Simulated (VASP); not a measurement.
Wanted: the native input for a VASP 6.6.1 run.

```
Task                   : single point
Functional             : LDA
Potentials or basis    : VASP PAW LDA potentials, release 64 (Hf_pv)
Cutoff                 : 520 eV
k mesh                 : 18 × 18 × 18
Occupations            : gaussian, width 0.15 eV
Spin                   : no spin polarisation
Dipole correction      : no
Further INCAR settings : ALGO = Fast; EDIFF = 1e-06; NBANDS = 11
```

The structure of Hf lies in POSCAR:

```
Hf
1.0
    0.0000000000      2.4016449318      1.8529528837
    2.2852358918      0.0000000000      1.8529528837
    2.2852358918      2.4016449318      0.0000000000
Hf
1
Direct
    0.0000000000      0.0000000000      0.0000000000
```

This cell differs from its parent crystal: strain +e along x and -e along y -0.0267, strain +e along z and -e/2 along x and y -0.1500.

These files were run (other wordings do the same):

INCAR

```
PREC = Accurate
ENCUT = 520
EDIFF = 1E-6
ISMEAR = 0
SIGMA = 0.15
LREAL = False
LASPH = True
NELM = 60
ALGO = Fast
ISIF = 2
LWAVE = False
LCHARG = True
LELF = True
LVHAR = True
NBANDS = 11
```

KPOINTS

```
regular mesh
0
Gamma
  18 18 18
```

Potentials or basis: VASP PAW LDA potentials, release 64 (Hf_pv).

Command:

```sh
$ cat potpaw_LDA.64/Hf_pv/POTCAR > POTCAR
$ mpirun -np 1 vasp_std > vasp.out
```

Results of the run:

```
Pressure               : 1.1 GPa
Band gap on the k mesh : zero (bands 5 and 6 overlap by 1.99 eV)
```

Caveat: the cell differs from its parent crystal (strain +e along x and -e along y -0.0267, strain +e along z and -e/2 along x and y -0.1500); spin-orbit coupling is left out, which moves the levels of the heavy elements.

Wall time 2.2 min on 1 thread of Intel(R) Xeon(R) Platinum 8259CL CPU @ 2.50GHz (Skylake/Cascade Lake) (shared host), peak memory 0.29 GiB.
